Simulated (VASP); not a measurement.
# PbSe (F-43m) in VASP: notebook

Aim: see how the results for PbSe move with the level of theory and the settings. Levels: LDA, PBEsol, r2SCAN. Tasks: single point.

Everything below comes from runs of VASP 6.6.1. Logs are shortened: lines on timing, memory, paths and dates and some standing lists are left out, and cuts for length are marked.

### 1 The cell of the first run

Symmetry: F-43m, No. 216, cubic system. The conventional cell has a = 6.846 Å, b = 6.846 Å, c = 6.846 Å, α = 90.00°, β = 90.00°, γ = 90.00°. Within 3.9 Å of Pb (site symmetry -43m) lie 4 Se at 2.96 Å. Se (site symmetry -43m) has 4 Pb at 2.96 Å within 3.9 Å.

### 2 Single point, LDA

File INCAR:

```
ALGO = Normal ; EDIFF = 1E-6
ENCUT = 500 ; GGA = CA
GGA_COMPAT = F ; ISIF = 2
ISMEAR = 0 ; LASPH = T
LCHARG = F ; LREAL = F
LWAVE = F ; NBANDS = 17
NELM = 120 ; PREC = Accurate
SIGMA = 0.01
```

File KPOINTS:

```
k-points
0
Gamma
  2 2 2
```

File POSCAR:

```
PbSe
1.0
    0.0000000000      3.4232041310      3.4232041310
    3.4232041310      0.0000000000      3.4232041310
    3.4232041310      3.4232041310      0.0000000000
Pb Se
1 1
Direct
    0.0000000000      0.0000000000      0.0000000000
    0.2500000000      0.2500000000      0.2500000000
```

Potentials or basis: VASP PAW LDA potentials, release 64 (Pb_d, Se).

Launch:

```
cat potpaw_LDA.64/Pb_d/POTCAR potpaw_LDA.64/Se/POTCAR > POTCAR
mpirun -np 1 vasp_std > vasp.out
```

OUTCAR:

```text
EDIFF = 1E-6
   ENCUT = 500
   GGA = CA
   ISIF = 2
   ISMEAR = 0
   LASPH = T
   LREAL = F
   NELM = 120
   PREC = Accurate

 ion  position               nearest neighbor table
   1  0.000  0.000  0.000-   2 2.96   2 2.96   2 2.96   2 2.96
   2  0.250  0.250  0.250-   1 2.96   1 2.96   1 2.96   1 2.96

  LATTYP: Found a face centered cubic cell.
 ALAT       =     6.8464082620

  Lattice vectors:

 A1 = (   0.0000000000,   3.4232041310,   3.4232041310)
 A2 = (   3.4232041310,   0.0000000000,   3.4232041310)
 A3 = (   3.4232041310,   3.4232041310,   0.0000000000)

Analysis of symmetry for initial positions (statically):
=====================================================================
 Subroutine PRICEL returns:
 Original cell was already a primitive cell.

 Routine SETGRP: Setting up the symmetry group for a
 face centered cubic supercell.

 Subroutine GETGRP returns: Found 24 space group operations
 (whereof 24 operations were pure point group operations)
 out of a pool of 48 trial point group operations.

The static configuration has the point symmetry T_d .

Analysis of symmetry for dynamics (positions and initial velocities):
=====================================================================
 Subroutine PRICEL returns:
 Original cell was already a primitive cell.

 Routine SETGRP: Setting up the symmetry group for a
 face centered cubic supercell.

 Subroutine GETGRP returns: Found 24 space group operations
 (whereof 24 operations were pure point group operations)
 out of a pool of 48 trial point group operations.

The dynamic configuration has the point symmetry T_d .

 Subroutine INISYM returns: Found 24 space group operations
 (whereof 24 operations are pure point group operations),
 and found     1 'primitive' translations

----------------------------------------------------------------------------------------

                                     Primitive cell

  volume of cell :      80.2284

  direct lattice vectors                    reciprocal lattice vectors
     0.000000000  3.423204131  3.423204131    -0.146061988  0.146061988  0.146061988
     3.423204131  0.000000000  3.423204131     0.146061988 -0.146061988  0.146061988
     3.423204131  3.423204131  0.000000000     0.146061988  0.146061988 -0.146061988

  length of vectors
     4.841141709  4.841141709  4.841141709     0.252986784  0.252986784  0.252986784

  position of ions in fractional coordinates (direct lattice)
     0.000000000  0.000000000  0.000000000
     0.250000000  0.250000000  0.250000000

[... 54 lines left out ...]
   EDIFF  = 0.1E-05   stopping-criterion for ELM
   LREAL  =      F    real-space projection
   EDIFFG = 0.1E-04   stopping-criterion for IOM
   NSW    =      0    number of steps for IOM
   IBRION =     -1    ionic relax: 0-MD 1-quasi-New 2-CG
   NFREE  =      0    steps in history (QN), initial steepest desc. (CG)
   ISIF   =      2    stress and relaxation
   ISYM   =      2    0-nonsym 1-usesym 2-fastsym
   POTIM  = 0.5000    time-step for ionic-motion
   TEBEG  =    0.0;   TEEND  =   0.0 temperature during run
   PSTRESS=    0.0 pullay stress
   NELECT =      20.0000    total number of electrons
   NUPDOWN=      -1.0000    fix difference up-down
   EMIN   =  10.00;   EMAX   =-10.00  energy-range for DOS
   EFERMI =   0.00;   METHOD = LEGACY
   ISMEAR =     0;   SIGMA  =   0.01  broadening in eV -4-tet -1-fermi 0-gaus
   EFERMI_NEDOS =   21; number of points for ismear=-14 and -15
   IALGO  =     38    algorithm
   IMIX   =      4    mixing-type and parameters
     AMIX     =   0.40;   BMIX     =  1.00
     AMIX_MAG =   1.60;   BMIX_MAG =  1.00
  volume/ion in A,a.u.               =      40.11       270.70
  Fermi-wavevector in a.u.,A,eV,Ry     =   1.030328  1.947037 14.443606  1.061575
  Thomas-Fermi vector in A             =   2.164420
   LORBIT       =      0    0 simple, 1 ext, 2 COOP (PROOUT), +10 PAW based schemes
   GGA     = CA    functional components
   LHFCALC =     F    Hartree Fock is set to
   AEXX    =    0.0000 exact exchange contribution
   IVDW    =     0    specifies the selected vdW correction
   LEPSILON=     F    determine dielectric tensor
   LRPA    =     F    only Hartree local field effects (RPA)
 non-spin polarized calculation
 Gauss-broadening in eV      SIGMA  =   0.01
  energy-cutoff  :      500.00
  volume of cell :       80.23
 maximum number of plane-waves:      2085
 NGX is ok and might be reduce to    36
   NGX = 17   NGY = 17   NGZ = 17

 number of electron      20.0000002 magnetization

 Free energy of the ion-electron system (eV)
  ---------------------------------------------------
  ext. energy  EPLUGINS =         0.00000000
  ---------------------------------------------------
  free energy    TOTEN  =        -9.04084137 eV

  energy without entropy =       -9.04084137  energy(sigma->0) =       -9.04084137

 E-fermi :   1.6692     XC(G=0):  -8.1605

 val. band max:        1.5807406500   @ k =   0.5000   0.5000   0.0000
 cond. band min:       2.5894827274   @ k =   0.5000   0.5000   0.0000
 fundamental gap:      1.0087420774
 Fermi energy:         1.6691622518

 k-point     1 :       0.0000    0.0000    0.0000
  band No.  band energies     occupation
      1     -14.6632      2.00000
      2     -14.6632      2.00000
      3     -14.6632      2.00000
      4     -14.6289      2.00000
      5     -14.6289      2.00000
      6     -10.7012      2.00000
[... 37 lines left out ...]
      4     -14.6353      2.00000
      5     -14.6226      2.00000
      6      -9.8699      2.00000
[... 9 lines left out ...]
     16      11.8361      0.00000
     17      11.9396      0.00000

------------------------ aborting loop because EDIFF is reached ----------------------------------------

  FORCE on cell =-STRESS in cart. coord.  units (eV):
  Direction    XX          YY          ZZ          XY          YZ          ZX
  --------------------------------------------------------------------------------------
  -------------------------------------------------------------------------------------
  Total       -1.4435241     -1.4435241     -1.4435241      0.0000000     -0.0000000      0.0000000
  in kB      -28.8274502    -28.8274502    -28.8274502      0.0000000     -0.0000000      0.0000000
  external PRESSURE =     -28.8274502 kB  Pullay stress =       0.0000000 kB

 VOLUME and BASIS-vectors are now :
 -----------------------------------------------------------------------------
  energy-cutoff  :      500.00
  volume of cell :       80.23
      direct lattice vectors                 reciprocal lattice vectors
     0.000000000  3.423204131  3.423204131    -0.146061988  0.146061988  0.146061988
     3.423204131  0.000000000  3.423204131     0.146061988 -0.146061988  0.146061988
     3.423204131  3.423204131  0.000000000     0.146061988  0.146061988 -0.146061988

 POSITION                                       TOTAL-FORCE (eV/Angst)
 -----------------------------------------------------------------------------------
      0.00000      0.00000      0.00000        -0.000000     -0.000000     -0.000000
      1.71160      1.71160      1.71160         0.000000      0.000000      0.000000
 -----------------------------------------------------------------------------------
    total drift:                               -0.000000     -0.000000     -0.000000

  FREE ENERGIE OF THE ION-ELECTRON SYSTEM (eV)
  ---------------------------------------------------
  free  energy   TOTEN  =        -9.0408413668 eV

  energy  without entropy=       -9.0408413668  energy(sigma->0) =       -9.04084137
```

stdout:

```text
POSCAR found type information on POSCAR PbSe
 POSCAR found :  2 types and       2 ions
 scaLAPACK will be used
 LDA part: xc-table for (Slater(with rela. corr.)+CA(PZ))
 , standard interpolation
 POSCAR, INCAR and KPOINTS ok, starting setup
 FFT: planning ... GRIDC
 FFT: planning ... GRID_SOFT
 FFT: planning ... GRID
 WAVECAR not read
 entering main loop
```

Run time: 6 s. Hardware: 1 thread of AMD EPYC 7R43 (Zen 3), shared host; peak memory 0.13 GiB.

What came out:

* Free energy: -9.0408 eV
* Pressure: -2.9 GPa
* Band gap on the k mesh: 1.01 eV, direct

Caveat: the k points lie up to 0.79 Å⁻¹ apart; spin-orbit coupling is left out, which moves the levels of the heavy elements.

### 3 Single point, PBEsol

File INCAR:

```
SYSTEM = PbSe
ALGO     = Normal         ! electronic algorithm
EDIFF    = 1E-6           ! SCF threshold, eV
ENCUT    = 500            ! plane-wave cutoff, eV
GGA      = PS             ! functional
GGA_COMPAT= .False.      
ISIF     = 2              ! what is computed and relaxed
ISMEAR   = 0              ! smearing method
LASPH    = .True.         ! aspherical terms in the spheres
LCHARG   = .True.         ! write CHGCAR
LELF     = .True.         ! ELF
LREAL    = .False.        ! projectors in reciprocal space
LVHAR    = .True.       
LWAVE    = .False.        ! write WAVECAR
NBANDS   = 17             ! bands
NELM     = 120            ! most SCF steps
PREC     = Accurate       ! precision mode
SIGMA    = 0.01           ! smearing width, eV
```

File KPOINTS:

```
k-points
0
Gamma
  4 4 4
  0 0 0
```

POSCAR is that of step 2.

Potentials or basis: VASP PAW PBE potentials, release 64 (Pb_d, Se).

Launch:

```
cat potpaw_PBE.64/Pb_d/POTCAR potpaw_PBE.64/Se/POTCAR > POTCAR
mpirun -np 1 vasp_std > vasp.out
```

Run time: 15 s. Hardware: 1 thread of AMD EPYC 7R43 (Zen 3), shared host; peak memory 0.17 GiB.

It converged, with:

| Property | Result |
| --- | --- |
| Free energy | -8.3888 eV |
| Pressure | -1.0 GPa |
| Band gap on the k mesh | 0.54 eV, indirect (least direct gap 1.09 eV) |

Levels at points of the mesh, in eV from the valence-band top:
```
           k point  band 6  band 7  band 8  band 9  band 10  band 11  band 12  band 13  band 14  band 15
(0.00, 0.00, 0.00)  -12.82   -6.43   -1.64   -1.64    -1.64     2.06     2.06     2.06     4.54     8.17
(0.50, 0.00, 0.00)  -12.22   -7.93   -2.18   -2.18    -2.06     2.83     2.83     3.59     6.37     7.80
(0.50, 0.50, 0.00)  -11.99   -8.28   -2.88   -2.88    -0.55     0.54     4.82     4.82     5.81     7.82
```

Caveat: the PAW data sets were made with another functional, which shifts forces and pressure a little; spin-orbit coupling is left out, which moves the levels of the heavy elements.

### 4 Single point, r2SCAN

POSCAR is that of step 3.

File INCAR.step1:

```
ALGO = Normal
EDIFF = 1E-5
ENCUT = 550
GGA = PE
GGA_COMPAT = F
ISMEAR = 1
LASPH = T
LCHARG = F
LREAL = F
LWAVE = T
NBANDS = 17
NELM = 120
PREC = Accurate
SIGMA = 0.5
```

File INCAR.step2:

```
ALGO = Normal
EDIFF = 1E-6
ENCUT = 550
GGA_COMPAT = F
ISIF = 2
ISMEAR = 1
ISTART = 1
LASPH = T
LCHARG = F
LMIXTAU = T
LREAL = F
LWAVE = F
METAGGA = R2SCAN
NBANDS = 17
NELM = 120
PREC = Accurate
SIGMA = 0.5
```

File KPOINTS:

```
k-points
0
Gamma
  4 4 4
```

Launch:

```
cat potpaw_PBE.64/Pb_d/POTCAR potpaw_PBE.64/Se/POTCAR > POTCAR
cp INCAR.step1 INCAR
mpirun -np 1 vasp_std > vasp.out
cp INCAR.step2 INCAR
mpirun -np 1 vasp_std > vasp.out
```

Wall time 77 s (1 thread of AMD EPYC 7R43 (Zen 3), shared host); peak memory 0.21 GiB.

Results (log left out):

| Property | Result |
| --- | --- |
| Free energy | -71.4485 eV |
| Pressure | -0.1 GPa |
| Band gap on the k mesh | 0.79 eV, indirect (least direct gap 1.34 eV) |

Levels at points of the mesh, in eV from the valence-band top:
```
           k point  band 6  band 7  band 8  band 9  band 10  band 11  band 12  band 13  band 14  band 15
(0.00, 0.00, 0.00)  -13.32   -6.47   -1.74   -1.74    -1.74     2.35     2.35     2.35     4.85     8.71
(0.50, 0.00, 0.00)  -12.70   -8.10   -2.28   -2.28    -2.04     3.12     3.12     3.89     6.72     8.21
(0.50, 0.50, 0.00)  -12.45   -8.48   -2.99   -2.99    -0.55     0.79     5.20     5.20     6.22     8.27
```

Caveat: the PAW data sets were made with another functional, which shifts forces and pressure a little; spin-orbit coupling is left out, which moves the levels of the heavy elements.

### 5 Overview

| level | potentials or basis | k mesh | cutoff (eV) | smearing | gap on the mesh (eV) | pressure (GPa) |
| --- | --- | --- | --- | --- | --- | --- |
| LDA | VASP PAW LDA potentials, release 64 (Pb_d, Se) | 2 × 2 × 2 | 500 | gaussian 0.01 eV | 1.01 | -2.9 |
| PBEsol | VASP PAW PBE potentials, release 64 (Pb_d, Se) | 4 × 4 × 4 | 500 | gaussian 0.01 eV | 0.54 | -1.0 |
| r2SCAN | VASP PAW PBE potentials, release 64 (Pb_d, Se) | 4 × 4 × 4 | 550 | methfessel-paxton 0.5 eV | 0.79 | -0.1 |

Alike in all rows: task single point; no spin polarisation; cell as given.

Caveats: some runs use coarse meshes; spin-orbit coupling is left out, which moves the levels of the heavy elements; the PAW data sets were made with another functional, which shifts forces and pressure a little (some runs).

Absolute energies hang on the potentials; compare differences alone.
